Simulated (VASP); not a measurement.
Runs of VASP 6.6.1 on CdSe. The structure is that of space group F-43m (No. 216), or close to it. The cells are those of the table. 

```tsv
task	cell	k mesh	cutoff (eV)	smearing	gap on the mesh (eV)	pressure (GPa)
single point	a = 4.242 Å, angles 60.0°, 2 atoms	8 × 8 × 8	520	gaussian 0.01 eV	1.18	4.3
relaxation of cell and atoms	relaxed to 2 GPa from a = 4.337 Å, angles 60.0°, 2 atoms	8 × 8 × 8	600	gaussian 0.01 eV	(a)	2.0
relaxation of cell and atoms	relaxed to 1 GPa from a = 4.337 Å, angles 60.0°, 2 atoms	8 × 8 × 8	600	gaussian 0.01 eV	1.06	1.0
single point	a = 4.186 Å, angles 60.0°, 2 atoms	8 × 8 × 8	520	gaussian 0.01 eV	(c)	7.4
single point	a = 4.286 Å, angles 60.0°, 2 atoms	8 × 8 × 8	520	gaussian 0.01 eV	1.11	(b)
single point	a = 4.337 Å, angles 60.0°, 2 atoms	14 × 14 × 14	520	fermi-dirac 0.08 eV	1.03	0.2
relaxation of cell and atoms	relaxed to 7 GPa from a = 4.337 Å, angles 60.0°, 2 atoms	8 × 8 × 8	600	gaussian 0.01 eV	1.26	7.0
single point	a = 4.139 Å, angles 60.0°, 2 atoms	8 × 8 × 8	520	gaussian 0.01 eV	1.34	10.4
relaxation of cell and atoms	relaxed to 4 GPa from a = 4.337 Å, angles 60.0°, 2 atoms	8 × 8 × 8	600	gaussian 0.01 eV	1.17	4.0
single point	a = 4.072 Å, angles 60.0°, 2 atoms	8 × 8 × 8	520	gaussian 0.01 eV	1.44	15.6
single point	a = 4.311 Å, angles 60.0°, 2 atoms	8 × 8 × 8	520	gaussian 0.01 eV	1.07	1.2
```

Alike in all rows: level r2SCAN; potentials or basis VASP PAW PBE potentials, release 64 (Cd, Se); no spin polarisation.

Task: Fill in the values left out.

Result: (a) 1.10; (b) 2.3; (c) 1.27.

Caveats: the PAW data sets were made with another functional, which shifts forces and pressure a little; the cell stands under pressure (at least some runs); the cell is relaxed towards a set pressure, so the run minimises the enthalpy, not the energy (at least some runs).

A k mesh can miss the band edges, and the runs leave out spin-orbit coupling on Cd, Se.
